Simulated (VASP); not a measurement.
# MgO in VASP: further runs

MgO is run at these levels: r2SCAN; tasks: single point.

Program: VASP 6.6.1. These are calculated values, not measurements. Logs are shortened: lines on timing, memory, paths and dates and some standing lists are left out, and cuts for length are marked.

## Step 1: The cell of the first run

It takes space group I-4m2 (No. 119, tetragonal). The conventional cell has a = 3.070 Å, b = 3.070 Å, c = 4.564 Å, α = 90.00°, β = 90.00°, γ = 90.00°. Within 2.5 Å of Mg (site symmetry -4m2) lie 4 O at 1.91 Å. O (site symmetry -4m2) has 4 Mg at 1.91 Å within 2.5 Å.

## Step 2: Single point, r2SCAN (biaxial xy strain -4.9%)

Input file POSCAR:

```
MgO
1.0
    0.0000000000      2.1708719866      2.2820056624
    2.1708719866      0.0000000000      2.2820056624
    2.1708719866      2.1708719866      0.0000000000
Mg O
1 1
Direct
    0.0000000000      0.0000000000      0.0000000000
    0.2500000000      0.2500000000      0.2500000000
```

Input file INCAR.step1:

```
  ALGO = Normal
  EDIFF = 1E-4
  ENCUT = 520
  GGA = PE
  ISMEAR = 0
  LASPH = True
  LCHARG = False
  LREAL = False
  LWAVE = True
  NBANDS = 11
  NELM = 60
  PREC = Accurate
  SIGMA = 0.01
```

Input file INCAR.step2:

```
  ALGO = Normal
  EDIFF = 1E-7
  ENCUT = 520
  ISIF = 2
  ISMEAR = 0
  ISTART = 1
  LASPH = True
  LCHARG = True
  LELF = True
  LMIXTAU = True
  LREAL = False
  LVHAR = True
  LWAVE = False
  METAGGA = R2SCAN
  NBANDS = 11
  NELM = 60
  PREC = Accurate
  SIGMA = 0.01
```

Input file KPOINTS:

```
k-points
0
Gamma
  10 10 10
```

Potentials or basis: VASP PAW PBE potentials, release 64 (Mg, O).

The run is started by

```
$ cat potpaw_PBE.64/Mg/POTCAR potpaw_PBE.64/O/POTCAR > POTCAR
$ cp INCAR.step1 INCAR
$ mpirun -np 1 vasp_std > vasp.out
$ cp INCAR.step2 INCAR
$ mpirun -np 1 vasp_std > vasp.out
```

OUTCAR:

```text
EDIFF = 1E-7
   ENCUT = 520
   ISIF = 2
   ISMEAR = 0
   ISTART = 1
   LASPH = True
   LREAL = False
   METAGGA = R2SCAN
   NELM = 60
   PREC = Accurate

 ion  position               nearest neighbor table
   1  0.000  0.000  0.000-   2 1.91   2 1.91   2 1.91   2 1.91
   2  0.250  0.250  0.250-   1 1.91   1 1.91   1 1.91   1 1.91

  LATTYP: Found a body centered tetragonal cell.
 ALAT       =     3.0700766056
 C/A-ratio  =     1.4866115446

  Lattice vectors:

 A1 = (  -2.1708719866,   0.0000000000,   2.2820056624)
 A2 = (   2.1708719866,   0.0000000000,   2.2820056624)
 A3 = (   0.0000000000,   2.1708719866,  -2.2820056624)

Analysis of symmetry for initial positions (statically):
=====================================================================
 Subroutine PRICEL returns:
 Original cell was already a primitive cell.

 Routine SETGRP: Setting up the symmetry group for a
 body centered tetragonal supercell.

 Subroutine GETGRP returns: Found  8 space group operations
 (whereof  8 operations were pure point group operations)
 out of a pool of 16 trial point group operations.

The static configuration has the point symmetry D_2d.

Analysis of symmetry for dynamics (positions and initial velocities):
=====================================================================
 Subroutine PRICEL returns:
 Original cell was already a primitive cell.

 Routine SETGRP: Setting up the symmetry group for a
 body centered tetragonal supercell.

 Subroutine GETGRP returns: Found  8 space group operations
 (whereof  8 operations were pure point group operations)
 out of a pool of 16 trial point group operations.

The dynamic configuration has the point symmetry D_2d.

 Subroutine INISYM returns: Found  8 space group operations
 (whereof  8 operations are pure point group operations),
 and found     1 'primitive' translations

----------------------------------------------------------------------------------------

                                     Primitive cell

  volume of cell :      21.5087

  direct lattice vectors                    reciprocal lattice vectors
     0.000000000  2.170871987  2.282005662    -0.230322195  0.230322195  0.219105504
     2.170871987  0.000000000  2.282005662     0.230322195 -0.230322195  0.219105504
     2.170871987  2.170871987  0.000000000     0.230322195  0.230322195 -0.219105504

  length of vectors
     3.149640460  3.149640460  3.070076606     0.392560630  0.392560630  0.392560630

  position of ions in fractional coordinates (direct lattice)
     0.000000000  0.000000000  0.000000000
     0.250000000  0.250000000  0.250000000

  ion indices of the primitive-cell ions
   primitive index   ion index
                 1           1
                 2           2

----------------------------------------------------------------------------------------

 KPOINTS: k-points

Automatic generation of k-mesh.
 Grid dimensions read from file:
 generate k-points for:   10   10   10

 Generating k-lattice:

  Cartesian coordinates                     Fractional coordinates (reciprocal lattice)
    -0.023032219  0.023032219  0.021910550     0.100000000  0.000000000  0.000000000
     0.023032219 -0.023032219  0.021910550     0.000000000  0.100000000  0.000000000
     0.023032219  0.023032219 -0.021910550     0.000000000  0.000000000  0.100000000

  Length of vectors
     0.039256063  0.039256063  0.039256063

  Shift w.r.t. Gamma in fractional coordinates (k-lattice)
     0.000000000  0.000000000  0.000000000

 Subroutine IBZKPT returns following result:
 ===========================================

 Found    102 irreducible k-points:

 Following reciprocal coordinates:
            Coordinates               Weight
  0.000000  0.000000  0.000000      1.000000
  0.100000  0.000000  0.000000      8.000000
  0.200000  0.000000  0.000000      8.000000
  0.300000  0.000000  0.000000      8.000000
  0.400000  0.000000  0.000000      8.000000
  0.500000  0.000000  0.000000      4.000000
[... 16 lines left out ...]
  0.300000  0.300000  0.000000      2.000000
  0.400000  0.300000  0.000000      8.000000
 [... further k-points ...]
   k-points           NKPTS =    102   k-points in BZ     NKDIM =    102   number of bands    NBANDS=     11
   number of dos      NEDOS =    301   number of ions     NIONS =      2
   total plane-waves  NPLWV =  13824
   dimension x,y,z NGX =    24 NGY =   24 NGZ =   24
   dimension x,y,z NGXF=    48 NGYF=   48 NGZF=   48
   ions per type =               1   1
   NGX,Y,Z   is equivalent  to a cutoff of  12.67, 12.67, 13.00 a.u.
   NGXF,Y,Z  is equivalent  to a cutoff of  25.34, 25.34, 25.99 a.u.
 SYSTEM =  unknown system
   PREC   = accura    normal or accurate (medium, high low for compatibility)
   ISTART =      1    job   : 0-new  1-cont  2-samecut
   ICHARG =      0    charge: 1-file 2-atom 10-const
   ISPIN  =      1    spin polarized calculation?
   LNONCOLLINEAR =      F non collinear calculations
   LSORBIT =      F    spin-orbit coupling
   LASPH  =      T    aspherical Exc in radial PAW
   ENCUT  =  520.0 eV  38.22 Ry    6.18 a.u.   5.86  5.86  5.71*2*pi/ulx,y,z
   NELM   =     60;   NELMIN=  2; NELMDL=  0     # of ELM steps
   EDIFF  = 0.1E-06   stopping-criterion for ELM
   LREAL  =      F    real-space projection
   EDIFFG = 0.1E-05   stopping-criterion for IOM
   NSW    =      0    number of steps for IOM
   IBRION =     -1    ionic relax: 0-MD 1-quasi-New 2-CG
   NFREE  =      0    steps in history (QN), initial steepest desc. (CG)
   ISIF   =      2    stress and relaxation
   ISYM   =      2    0-nonsym 1-usesym 2-fastsym
   POTIM  = 0.5000    time-step for ionic-motion
   TEBEG  =    0.0;   TEEND  =   0.0 temperature during run
   PSTRESS=    0.0 pullay stress
   NELECT =       8.0000    total number of electrons
   NUPDOWN=      -1.0000    fix difference up-down
   EMIN   =  10.00;   EMAX   =-10.00  energy-range for DOS
   EFERMI =   0.00;   METHOD = LEGACY
   ISMEAR =     0;   SIGMA  =   0.01  broadening in eV -4-tet -1-fermi 0-gaus
   EFERMI_NEDOS =   21; number of points for ismear=-14 and -15
   IALGO  =     38    algorithm
   IMIX   =      4    mixing-type and parameters
     AMIX     =   0.40;   BMIX     =  1.00
     AMIX_MAG =   1.60;   BMIX_MAG =  1.00
  volume/ion in A,a.u.               =      10.75        72.57
  Fermi-wavevector in a.u.,A,eV,Ry     =   1.177334  2.224839 18.859252  1.386116
  Thomas-Fermi vector in A             =   2.313683
   LORBIT       =      0    0 simple, 1 ext, 2 COOP (PROOUT), +10 PAW based schemes
   METAGGA = R2SCAN    functional components
   LHFCALC =     F    Hartree Fock is set to
   AEXX    =    0.0000 exact exchange contribution
   IVDW    =     0    specifies the selected vdW correction
   LEPSILON=     F    determine dielectric tensor
   LRPA    =     F    only Hartree local field effects (RPA)
 non-spin polarized calculation
 Gauss-broadening in eV      SIGMA  =   0.01
  energy-cutoff  :      520.00
  volume of cell :       21.51
 maximum number of plane-waves:       604
   NGX = 11   NGY = 11   NGZ = 11

 number of electron       7.9999998 magnetization

 Free energy of the ion-electron system (eV)
  ---------------------------------------------------
  ext. energy  EPLUGINS =         0.00000000
  ---------------------------------------------------
  free energy    TOTEN  =       -15.75413752 eV

  energy without entropy =      -15.75413752  energy(sigma->0) =      -15.75413752

 E-fermi :   1.0416     XC(G=0): -10.6352

 val. band max:        0.9613067930   @ k =  -0.1000   0.1000   0.0000
 cond. band min:       5.8386360541   @ k =   0.0000   0.0000   0.0000
 fundamental gap:      4.8773292612
 Fermi energy:         1.0415829561

 k-point     1 :       0.0000    0.0000    0.0000
  band No.  band energies     occupation
      1     -16.2383      2.00000
      2       0.8182      2.00000
      3       0.9416      2.00000
      4       0.9416      2.00000
      5       5.8386      0.00000
      6      19.9764      0.00000
      7      19.9833      0.00000
      8      19.9833      0.00000
      9      22.2083      0.00000
     10      22.5642      0.00000
     11      24.1446      0.00000

 k-point     2 :       0.1000    0.0000    0.0000
  band No.  band energies     occupation
      1     -16.1679      2.00000
      2       0.4209      2.00000
      3       0.8360      2.00000
      4       0.9317      2.00000
      5       6.3984      0.00000
      6      18.9112      0.00000
      7      19.7935      0.00000
      8      20.0165      0.00000
      9      21.1944      0.00000
     10      22.4574      0.00000
     11      23.2840      0.00000

 k-point     3 :       0.2000    0.0000    0.0000
  band No.  band energies     occupation
      1     -15.9782      2.00000
      2      -0.5486      2.00000
      3       0.7604      2.00000
      4       0.9059      2.00000
      5       7.6188      0.00000
      6      16.9346      0.00000
      7      18.7691      0.00000
      8      19.5283      0.00000
      9      21.6631      0.00000
     10      22.1473      0.00000
     11      22.8340      0.00000

 k-point     4 :       0.3000    0.0000    0.0000
  band No.  band energies     occupation
      1     -15.7321      2.00000
      2      -1.4958      2.00000
      3       0.6746      2.00000
      4       0.8744      2.00000
      5       8.9818      0.00000
      6      15.0159      0.00000
      7      17.7326      0.00000
      8      18.6043      0.00000
      9      22.4127      0.00000
     10      23.1810      0.00000
     11      23.3670      0.00000
[... 239 lines left out ...]
 k-point    22 :      -0.2000    0.2000    0.0000
  band No.  band energies     occupation
      1     -15.6405      2.00000
      2      -1.4077      2.00000
      3       0.0700      2.00000
      4       0.9232      2.00000
      5       9.4623      0.00000
      6      15.0715      0.00000
      7      16.5430      0.00000
      8      18.6307      0.00000
      9      21.9719      0.00000
     10      24.5459      0.00000
     11      24.9443      0.00000

 k-point    23 :       0.3000    0.3000    0.0000
  band No.  band energies     occupation
      1     -15.6163      2.00000
      2      -1.3489      2.00000
      3       0.4954      2.00000
      4       0.4954      2.00000
      5       8.6452      0.00000
      6      14.0530      0.00000
      7      17.5973      0.00000
      8      20.0865      0.00000
      9      20.0865      0.00000
     10      26.7908      0.00000
     11      27.1570      0.00000

 k-point    24 :       0.4000    0.3000    0.0000
  band No.  band energies     occupation
      1     -15.4600      2.00000
      2      -1.6337      2.00000
      3       0.2569      2.00000
      4       0.4366      2.00000
      5       8.8659      0.00000
      6      13.8184      0.00000
      7      17.2367      0.00000
      8      19.9483      0.00000
      9      20.3889      0.00000
     10      27.1612      0.00000
     11      27.5548      0.00000

 [... further k-points ...]

------------------------ aborting loop because EDIFF is reached ----------------------------------------

  FORCE on cell =-STRESS in cart. coord.  units (eV):
  Direction    XX          YY          ZZ          XY          YZ          ZX
  --------------------------------------------------------------------------------------
  -------------------------------------------------------------------------------------
  Total        2.0853500      2.0853500      1.8054029      0.0000000      0.0000000     -0.0000000
  in kB      155.3368138    155.3368138    134.4836744      0.0000000      0.0000000     -0.0000000
  external PRESSURE =     148.3857674 kB  Pullay stress =       0.0000000 kB

 VOLUME and BASIS-vectors are now :
 -----------------------------------------------------------------------------
  energy-cutoff  :      520.00
  volume of cell :       21.51
      direct lattice vectors                 reciprocal lattice vectors
     0.000000000  2.170871987  2.282005662    -0.230322195  0.230322195  0.219105504
     2.170871987  0.000000000  2.282005662     0.230322195 -0.230322195  0.219105504
     2.170871987  2.170871987  0.000000000     0.230322195  0.230322195 -0.219105504

 POSITION                                       TOTAL-FORCE (eV/Angst)
 -----------------------------------------------------------------------------------
      0.00000      0.00000      0.00000         0.000000      0.000000      0.000000
      1.08544      1.08544      1.14100        -0.000000     -0.000000     -0.000000
 -----------------------------------------------------------------------------------
    total drift:                                0.000008      0.000008      0.000008

  FREE ENERGIE OF THE ION-ELECTRON SYSTEM (eV)
  ---------------------------------------------------
  free  energy   TOTEN  =       -15.7541375195 eV

  energy  without entropy=      -15.7541375195  energy(sigma->0) =      -15.75413752
```

It took 58 s on 1 thread of Intel Xeon Platinum 8488C (Sapphire Rapids), shared host; peak memory 0.16 GiB.

Results:

| Item | Value |
| --- | --- |
| Free energy | -15.7541 eV |
| Pressure | 14.8 GPa |
| Band gap on the k mesh | 4.88 eV (least direct gap 4.90 eV) |

Caveat: the cell differs from its parent crystal (biaxial xy strain -4.9%); the cell stands under pressure; the structure was generated, so it needn't be the stable form of MgO; the PAW data sets were made with another functional, which shifts forces and pressure a little. A k mesh can miss the band edges.

## Step 3: Single point, r2SCAN (strain along [111] -5.8%)

Input file POSCAR:

```
MgO
1.0
   -0.0885418197      2.1934638427      2.1934638427
    2.1934638427     -0.0885418197      2.1934638427
    2.1934638427      2.1934638427     -0.0885418197
Mg O
1 1
Direct
   -0.0044690628     -0.0044690628     -0.0044690628
    0.2544690628      0.2544690628      0.2544690628
```

Input file INCAR.step1:

```
PREC = Accurate
ENCUT = 520
ISMEAR = 0
SIGMA = 0.01
LREAL = False
LASPH = True
NELM = 80
NBANDS = 11
GGA = PE
ALGO = Normal
EDIFF = 1E-4
LWAVE = True
LCHARG = False
```

Input file INCAR.step2:

```
PREC = Accurate
ENCUT = 520
EDIFF = 1E-6
ISMEAR = 0
SIGMA = 0.01
LREAL = False
LASPH = True
NELM = 80
ALGO = Normal
ISIF = 2
LWAVE = False
LCHARG = False
METAGGA = R2SCAN
LMIXTAU = True
NBANDS = 11
ISTART = 1
```

Input file KPOINTS:

```
Automatic mesh
0
Gamma
  10 10 10
```

Potentials or basis: VASP PAW PBE potentials, release 64 (Mg, O).

The run is started by

```
$ cat potpaw_PBE.64/Mg/POTCAR potpaw_PBE.64/O/POTCAR > POTCAR
$ cp INCAR.step1 INCAR
$ mpirun -np 1 vasp_std > vasp.out
$ cp INCAR.step2 INCAR
$ mpirun -np 1 vasp_std > vasp.out
```

It took 57 s on 1 thread of Intel Xeon Platinum 8488C (Sapphire Rapids), shared host; peak memory 0.16 GiB.

It converged, with:

* Free energy: -15.7946 eV
* Pressure: 7.8 GPa
* Band gap on the k mesh: 4.41 eV

Stress tensor (GPa, compression positive):
```
7.75 3.12 3.12
3.12 7.75 3.12
3.12 3.12 7.75
```

Levels at points of the mesh, in eV from the valence-band top:
```tsv
k point	band 1	band 2	band 3	band 4	band 5	band 6	band 7	band 8
(0.00, 0.00, 0.00)	-17.25	-0.34	-0.34	0.00	4.41	17.77	17.77	19.58
(0.50, 0.00, 0.00)	-16.54	-3.47	-0.44	-0.26	9.78	10.70	15.47	16.57
(0.50, 0.50, 0.00)	-16.29	-2.88	-1.19	-0.82	6.83	12.58	15.98	17.91
(0.50, 0.50, 0.50)	-16.42	-3.28	-0.61	-0.61	9.87	10.91	15.13	15.13
```

Caveat: the cell differs from its parent crystal (strain along [111] -5.8%); the cell stands under pressure; the structure was generated, so it needn't be the stable form of MgO; the PAW data sets were made with another functional, which shifts forces and pressure a little.

## Step 4: Single point, r2SCAN (epitaxial 111 strain +0.4%)

Input file POSCAR:

```
MgO
1.0
   -0.0086140562      2.2818350271      2.2818350271
    2.2818350271     -0.0086140562      2.2818350271
    2.2818350271      2.2818350271     -0.0086140562
Mg O
1 1
Direct
   -0.0003332306     -0.0003332306     -0.0003332306
    0.2503332306      0.2503332306      0.2503332306
```

Input file INCAR.step1:

```
PREC     = Accurate       # precision mode
ENCUT    = 520            # plane-wave cutoff, eV
ISMEAR   = 0              # smearing method
SIGMA    = 0.01           # smearing width, eV
LREAL    = False          # projectors in reciprocal space
LASPH    = True           # aspherical terms in the spheres
NELM     = 60             # most SCF steps
NBANDS   = 11             # bands
GGA      = PE             # functional
ALGO     = Normal         # electronic algorithm
EDIFF    = 1E-4           # SCF threshold, eV
LWAVE    = True           # write WAVECAR
LCHARG   = False          # write CHGCAR
```

Input file INCAR.step2:

```
PREC     = Accurate       # precision mode
ENCUT    = 520            # plane-wave cutoff, eV
EDIFF    = 1E-7           # SCF threshold, eV
ISMEAR   = 0              # smearing method
SIGMA    = 0.01           # smearing width, eV
LREAL    = False          # projectors in reciprocal space
LASPH    = True           # aspherical terms in the spheres
NELM     = 60             # most SCF steps
ALGO     = Normal         # electronic algorithm
ISIF     = 2              # what is computed and relaxed
LWAVE    = False          # write WAVECAR
LCHARG   = True           # write CHGCAR
METAGGA  = R2SCAN         # meta-GGA
LMIXTAU  = True         
LELF     = True           # ELF
LVHAR    = True         
NBANDS   = 11             # bands
ISTART   = 1
```

Input file KPOINTS:

```
regular mesh
0
Gamma
  10 10 10
```

The run is started by

```
$ cat potpaw_PBE.64/Mg/POTCAR potpaw_PBE.64/O/POTCAR > POTCAR
$ cp INCAR.step1 INCAR
$ mpirun -np 1 vasp_std > vasp.out
$ cp INCAR.step2 INCAR
$ mpirun -np 1 vasp_std > vasp.out
```

It took 56 s on 1 thread of Intel Xeon Platinum 8488C (Sapphire Rapids), shared host; peak memory 0.17 GiB.

Results (log left out):

```
Free energy            : -15.8530 eV
Pressure               : -1.2 GPa
Band gap on the k mesh : 4.27 eV
```

Stress tensor (GPa, compression positive):
```
-1.24  0.33  0.33
 0.33 -1.24  0.33
 0.33  0.33 -1.24
```

Levels at points of the mesh, in eV from the valence-band top:
| k point | band 1 | band 2 | band 3 | band 4 | band 5 | band 6 | band 7 | band 8 | band 9 |
| --- | --- | --- | --- | --- | --- | --- | --- | --- | --- |
| (0.00, 0.00, 0.00) | -16.84 | -0.03 | -0.03 | 0.00 | 4.27 | 17.78 | 17.78 | 17.94 | 21.31 |
| (0.50, 0.00, 0.00) | -16.20 | -3.03 | -0.21 | -0.19 | 9.57 | 10.47 | 15.46 | 15.54 | 20.77 |
| (0.50, 0.50, 0.00) | -16.01 | -2.51 | -0.78 | -0.75 | 6.91 | 12.43 | 15.22 | 17.69 | 17.75 |
| (0.50, 0.50, 0.50) | -16.19 | -3.01 | -0.22 | -0.22 | 9.56 | 10.49 | 15.42 | 15.42 | 20.75 |

Caveat: the cell differs from its parent crystal (epitaxial 111 strain +0.4%); the structure was generated, so it needn't be the stable form of MgO; the PAW data sets were made with another functional, which shifts forces and pressure a little.

## Step 5: Overview

| cell | gap on the mesh (eV) | pressure (GPa) |
| --- | --- | --- |
| a = 3.150, b = 3.150, c = 3.070 Å, angles 60.8, 60.8, 58.3°, 2 atoms, biaxial xy strain -4.9% | 4.88 | 14.8 |
| a = 3.103 Å, angles 62.7°, 2 atoms, strain along [111] -5.8% | 4.41 | 7.8 |
| a = 3.227 Å, angles 60.2°, 2 atoms, epitaxial 111 strain +0.4% | 4.27 | -1.2 |

Alike in all rows: task single point; level r2SCAN; potentials or basis VASP PAW PBE potentials, release 64 (Mg, O); no spin polarisation; k mesh 10 × 10 × 10; cutoff (eV) 520; smearing gaussian 0.01 eV.

Caveats: the structure was generated, so it needn't be the stable form of MgO; the PAW data sets were made with another functional, which shifts forces and pressure a little; the cell stands under pressure (at least some runs).

Total energies depend on the potentials used, so only differences within one code and one set of settings carry meaning.
